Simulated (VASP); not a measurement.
# Ta (C2/m) in VASP: single point with PBE

Aim: the single point of Ta with PBE.

Program: VASP 6.6.1. These are calculated values, not measurements. Logs are shortened: lines on timing, memory, paths and dates and some standing lists are left out, and cuts for length are marked.

## (1) The cell of the first run

It takes space group C2/m (No. 12, monoclinic). Conventional cell: a = 2.860 Å, b = 14.012 Å, c = 2.860 Å, α = 90.00°, β = 109.47°, γ = 90.00°. Within 3.6 Å of Ta (site symmetry 2) lie 14 Ta at 2.74 to 3.60 Å. Ta (site symmetry 2/m) has 14 Ta at 2.86 to 3.30 Å within 3.8 Å.

## (2) Single point, PBE

INCAR

```
  PREC = Accurate
  ENCUT = 520
  EDIFF = 1E-7
  ISMEAR = -1
  SIGMA = 0.1
  LREAL = F
  LASPH = T
  NELM = 80
  ALGO = Normal
  ISIF = 2
  LWAVE = F
  LCHARG = F
  GGA = PE
  NBANDS = 24
```

KPOINTS

```
regular mesh
0
Gamma
  7 7 7
```

POSCAR

```
Ta
1.0
   -1.6512800000      1.6512800000      1.6512800000
    1.6512800000     -1.6512800000      1.6512800000
    4.1282000000      5.7794800000     -4.1282000000
Ta
3
Direct
    0.0000000000      0.0000000000      0.0000000000
   -0.1666666667      0.0000000000      0.3333333333
   -0.3333333333      0.0000000000      0.6666666667
```

Potentials or basis: VASP PAW PBE potentials, release 64 (Ta_pv).

Run with:

```console
> cat potpaw_PBE.64/Ta_pv/POTCAR > POTCAR
> mpirun -np 1 vasp_std > vasp.out
```

OUTCAR:

```text
PREC = Accurate
   ENCUT = 520
   EDIFF = 1E-7
   ISMEAR = -1
   LREAL = F
   LASPH = T
   NELM = 80
   ISIF = 2
   GGA = PE

 ion  position               nearest neighbor table
   1  0.000  0.000  0.000-   3 2.74   3 2.74   2 2.86   2 2.86   2 3.30   2 3.30   3 3.60   3 3.60

   2  0.833  0.000  0.333-   1 2.86   1 2.86   3 2.86   3 2.86   1 3.30   1 3.30   3 3.30   3 3.30

   3  0.667  0.000  0.667-   1 2.74   1 2.74   2 2.86   2 2.86   2 3.30   2 3.30   1 3.60   1 3.60

  LATTYP: Found a base centered monoclinic cell.
 ALAT       =     2.8601008575
 B/A-ratio  =     4.8989794856
 C/A-ratio  =     1.0000000000
 COS(beta)  =    -0.3333333333

  Lattice vectors:

 A1 = (  -4.1282000000,  -5.7794800000,   0.8256400000)
 A2 = (   5.7794800000,   4.1282000000,   0.8256400000)
 A3 = (  -1.6512800000,   1.6512800000,   1.6512800000)

Analysis of symmetry for initial positions (statically):
=====================================================================
 Subroutine PRICEL returns:
 Original cell was already a primitive cell.

 Routine SETGRP: Setting up the symmetry group for a
 base centered monoclinic supercell.

 Subroutine GETGRP returns: Found  4 space group operations
 (whereof  2 operations were pure point group operations)
 out of a pool of  4 trial point group operations.

The static configuration has the point symmetry C_2 .
 The point group associated with its full space group is C_2h.

Analysis of symmetry for dynamics (positions and initial velocities):
=====================================================================
 Subroutine PRICEL returns:
 Original cell was already a primitive cell.

 Routine SETGRP: Setting up the symmetry group for a
 base centered monoclinic supercell.

 Subroutine GETGRP returns: Found  4 space group operations
 (whereof  2 operations were pure point group operations)
 out of a pool of  4 trial point group operations.

The dynamic configuration has the point symmetry C_2 .
 The point group associated with its full space group is C_2h.

 Subroutine INISYM returns: Found  4 space group operations
 (whereof  2 operations are pure point group operations),
 and found     1 'primitive' translations

----------------------------------------------------------------------------------------

                                     Primitive cell

  volume of cell :      54.0311

  direct lattice vectors                    reciprocal lattice vectors
    -1.651280000  1.651280000  1.651280000    -0.050465901  0.252329506  0.302795407
     1.651280000 -1.651280000  1.651280000     0.302795407  0.000000000  0.302795407
     4.128200000  5.779480000 -4.128200000     0.100931802  0.100931802  0.000000000

  length of vectors
     2.860100858  2.860100858  8.215014276     0.397368903  0.428217371  0.142739124

  position of ions in fractional coordinates (direct lattice)
     0.000000000  0.000000000  0.000000000
     0.833333333  0.000000000  0.333333333
     0.666666667  0.000000000  0.666666667

  ion indices of the primitive-cell ions
   primitive index   ion index
                 1           1
                 2           2
                 3           3

----------------------------------------------------------------------------------------

 KPOINTS: regular mesh

Automatic generation of k-mesh.
 Grid dimensions read from file:
 generate k-points for:    7    7    7

 Generating k-lattice:

  Cartesian coordinates                     Fractional coordinates (reciprocal lattice)
    -0.007209414  0.036047072  0.043256487     0.142857143  0.000000000 -0.000000000
     0.043256487  0.000000000  0.043256487     0.000000000  0.142857143  0.000000000
     0.014418829  0.014418829  0.000000000     0.000000000  0.000000000  0.142857143

  Length of vectors
     0.056766986  0.061173910  0.020391303

  Shift w.r.t. Gamma in fractional coordinates (k-lattice)
     0.000000000  0.000000000  0.000000000

 Subroutine IBZKPT returns following result:
 ===========================================

 Found    100 irreducible k-points:

 Following reciprocal coordinates:
            Coordinates               Weight
  0.000000  0.000000  0.000000      1.000000
  0.142857  0.000000  0.000000      4.000000
  0.285714  0.000000 -0.000000      4.000000
  0.428571  0.000000 -0.000000      4.000000
  0.000000  0.142857  0.000000      4.000000
  0.142857  0.142857 -0.000000      4.000000
[... 16 lines left out ...]
 -0.428571  0.428571  0.000000      4.000000
 -0.285714  0.428571  0.000000      4.000000
 [... further k-points ...]
   k-points           NKPTS =    100   k-points in BZ     NKDIM =    100   number of bands    NBANDS=     24
   number of dos      NEDOS =    301   number of ions     NIONS =      3
   total plane-waves  NPLWV =  36864
   dimension x,y,z NGX =    24 NGY =   24 NGZ =   64
   dimension x,y,z NGXF=    48 NGYF=   48 NGZF=  128
   ions per type =               3
   NGX,Y,Z   is equivalent  to a cutoff of  13.95, 13.95, 12.95 a.u.
   NGXF,Y,Z  is equivalent  to a cutoff of  27.90, 27.90, 25.90 a.u.
 SYSTEM =  unknown system
   PREC   = accura    normal or accurate (medium, high low for compatibility)
   ISTART =      0    job   : 0-new  1-cont  2-samecut
   ICHARG =      2    charge: 1-file 2-atom 10-const
   ISPIN  =      1    spin polarized calculation?
   LNONCOLLINEAR =      F non collinear calculations
   LSORBIT =      F    spin-orbit coupling
   LASPH  =      T    aspherical Exc in radial PAW
   ENCUT  =  520.0 eV  38.22 Ry    6.18 a.u.   5.32  5.32 15.27*2*pi/ulx,y,z
   NELM   =     80;   NELMIN=  2; NELMDL= -5     # of ELM steps
   EDIFF  = 0.1E-06   stopping-criterion for ELM
   LREAL  =      F    real-space projection
   EDIFFG = 0.1E-05   stopping-criterion for IOM
   NSW    =      0    number of steps for IOM
   IBRION =     -1    ionic relax: 0-MD 1-quasi-New 2-CG
   NFREE  =      0    steps in history (QN), initial steepest desc. (CG)
   ISIF   =      2    stress and relaxation
   ISYM   =      2    0-nonsym 1-usesym 2-fastsym
   POTIM  = 0.5000    time-step for ionic-motion
   TEBEG  =    0.0;   TEEND  =   0.0 temperature during run
   PSTRESS=    0.0 pullay stress
   NELECT =      33.0000    total number of electrons
   NUPDOWN=      -1.0000    fix difference up-down
   EMIN   =  10.00;   EMAX   =-10.00  energy-range for DOS
   EFERMI =   0.00;   METHOD = LEGACY
   ISMEAR =    -1;   SIGMA  =   0.10  broadening in eV -4-tet -1-fermi 0-gaus
   EFERMI_NEDOS =   21; number of points for ismear=-14 and -15
   IALGO  =     38    algorithm
   IMIX   =      4    mixing-type and parameters
     AMIX     =   0.40;   BMIX     =  1.00
     AMIX_MAG =   1.60;   BMIX_MAG =  1.00
  volume/ion in A,a.u.               =      18.01       121.54
  Fermi-wavevector in a.u.,A,eV,Ry     =   1.388988  2.624806 26.249534  1.929286
  Thomas-Fermi vector in A             =   2.513061
   LORBIT       =      0    0 simple, 1 ext, 2 COOP (PROOUT), +10 PAW based schemes
   GGA     = PE    functional components
[... 5 lines left out ...]
 non-spin polarized calculation
  energy-cutoff  :      520.00
  volume of cell :       54.03
 maximum number of plane-waves:      1470
 NGX is ok and might be reduce to    24
   NGX = 11   NGY = 11   NGZ = 31

 number of electron      33.0000002 magnetization

 Free energy of the ion-electron system (eV)
  ---------------------------------------------------
  ext. energy  EPLUGINS =         0.00000000
  ---------------------------------------------------
  free energy    TOTEN  =       -35.06487396 eV

  energy without entropy =      -34.95973288  energy(sigma->0) =      -35.01230342

 E-fermi :   5.6042     XC(G=0): -12.6021

 val. band max:        5.6006201982   @ k =   0.1429   0.2857   0.1429
 cond. band min:       5.6168765765   @ k =   0.2857  -0.2857   0.1429
 fundamental gap:      0.0162563783
 Fermi energy:         5.6041864761

 k-point     1 :       0.0000    0.0000    0.0000
  band No.  band energies     occupation
      1     -28.6490      2.00000
      2     -28.4320      2.00000
      3     -27.8960      2.00000
      4     -27.8168      2.00000
      5     -27.6423      2.00000
      6     -27.6099      2.00000
[... 16 lines left out ...]
     23       9.2052      0.00000
     24       9.6870      0.00000

 k-point     2 :       0.1429    0.0000    0.0000
  band No.  band energies     occupation
      1     -28.6942      2.00000
      2     -28.3318      2.00000
      3     -27.9885      2.00000
      4     -27.8712      2.00000
      5     -27.7775      2.00000
      6     -27.7351      2.00000
[... 16 lines left out ...]
     23       9.2970      0.00000
     24       9.8548      0.00000

 k-point     3 :       0.2857    0.0000   -0.0000
  band No.  band energies     occupation
      1     -28.6771      2.00000
      2     -28.4268      2.00000
      3     -28.2321      2.00000
      4     -28.1991      2.00000
      5     -27.9352      2.00000
      6     -27.7914      2.00000
[... 16 lines left out ...]
     23       9.7626      0.00000
     24      10.0342      0.00000

 k-point     4 :       0.4286    0.0000   -0.0000
  band No.  band energies     occupation
      1     -28.6935      2.00000
      2     -28.6075      2.00000
      3     -28.4895      2.00000
      4     -28.4219      2.00000
      5     -27.9658      2.00000
      6     -27.8118      2.00000
[... 16 lines left out ...]
     23      10.7810      0.00000
     24      11.1694      0.00000

 k-point     5 :       0.0000    0.1429    0.0000
  band No.  band energies     occupation
      1     -28.7157      2.00000
      2     -28.3128      2.00000
      3     -27.9819      2.00000
      4     -27.8250      2.00000
      5     -27.8073      2.00000
      6     -27.6407      2.00000
[... 16 lines left out ...]
     23       9.2599      0.00000
     24       9.8419      0.00000

 k-point     6 :       0.1429    0.1429   -0.0000
  band No.  band energies     occupation
      1     -28.6844      2.00000
      2     -28.2938      2.00000
      3     -28.0730      2.00000
      4     -28.0475      2.00000
      5     -27.8256      2.00000
      6     -27.7717      2.00000
[... 16 lines left out ...]
     23      10.0214      0.00000
     24      10.1711      0.00000
[... 379 lines left out ...]
 k-point    21 :       0.2857    0.4286    0.0000
  band No.  band energies     occupation
      1     -28.6563      2.00000
      2     -28.6195      2.00000
      3     -28.3974      2.00000
      4     -28.2594      2.00000
      5     -28.2363      2.00000
      6     -28.1455      2.00000
[... 16 lines left out ...]
     23      10.9499      0.00000
     24      11.1292      0.00000

 k-point    22 :       0.4286    0.4286   -0.0000
  band No.  band energies     occupation
      1     -28.6974      2.00000
      2     -28.6504      2.00000
      3     -28.4479      2.00000
      4     -28.3458      2.00000
      5     -28.2631      2.00000
      6     -28.1780      2.00000
[... 16 lines left out ...]
     23      10.9042      0.00000
     24      11.9517      0.00000

 k-point    23 :      -0.4286    0.4286    0.0000
  band No.  band energies     occupation
      1     -28.7130      2.00000
      2     -28.6491      2.00000
      3     -28.4651      2.00000
      4     -28.3332      2.00000
      5     -28.2229      2.00000
      6     -28.1882      2.00000
[... 16 lines left out ...]
     23      11.4949      0.00000
     24      11.7960      0.00000

 k-point    24 :      -0.2857    0.4286    0.0000
  band No.  band energies     occupation
      1     -28.6374      2.00000
      2     -28.6145      2.00000
      3     -28.3926      2.00000
      4     -28.2616      2.00000
      5     -28.1373      2.00000
      6     -28.0819      2.00000
[... 16 lines left out ...]
     23      10.8899      0.00000
     24      11.3180      0.00000

 [... further k-points ...]

------------------------ aborting loop because EDIFF is reached ----------------------------------------

  FORCE on cell =-STRESS in cart. coord.  units (eV):
  Direction    XX          YY          ZZ          XY          YZ          ZX
  --------------------------------------------------------------------------------------
  -------------------------------------------------------------------------------------
  Total        3.2795194      3.2795194      0.0851717      0.5119590     -0.4552468      0.4552464
  in kB       97.2472616     97.2472616      2.5255888     15.1810703    -13.4993881     13.4993763
  external PRESSURE =      65.6733707 kB  Pullay stress =       0.0000000 kB

 VOLUME and BASIS-vectors are now :
 -----------------------------------------------------------------------------
  energy-cutoff  :      520.00
  volume of cell :       54.03
      direct lattice vectors                 reciprocal lattice vectors
    -1.651280000  1.651280000  1.651280000    -0.050465901  0.252329506  0.302795407
     1.651280000 -1.651280000  1.651280000     0.302795407  0.000000000  0.302795407
     4.128200000  5.779480000 -4.128200000     0.100931802  0.100931802  0.000000000

 POSITION                                       TOTAL-FORCE (eV/Angst)
 -----------------------------------------------------------------------------------
      0.00000      0.00000      0.00000         0.705947      0.705947      0.000000
     -0.00000      3.30256      0.00000         0.000000      0.000000      0.000000
      1.65128      4.95384     -1.65128        -0.705947     -0.705947     -0.000000
 -----------------------------------------------------------------------------------
    total drift:                                0.000000      0.000000     -0.000000

  FREE ENERGIE OF THE ION-ELECTRON SYSTEM (eV)
  ---------------------------------------------------
  free  energy   TOTEN  =       -35.0648739569 eV

  energy  without entropy=      -34.9597328753  energy(sigma->0) =      -35.01230342
```

It took 69 s on 1 thread of Intel Xeon Platinum 8488C (Sapphire Rapids), shared host; peak memory 0.24 GiB.

What came out:

- Free energy: -35.0649 eV
- Pressure: 6.6 GPa
- Largest force: 0.998 eV/Å

Forces in eV/Å, atoms in the order of the input:
```
Ta   0.706  0.706  0.000
Ta   0.000  0.000  0.000
Ta  -0.706 -0.706  0.000
```

Stress tensor (GPa, compression positive):
```
 9.72  1.52  1.35
 1.52  9.72 -1.35
 1.35 -1.35  0.25
```

Caveat: the k points lie up to 0.38 Å⁻¹ apart; spin-orbit coupling is left out, which moves the levels of the heavy elements.
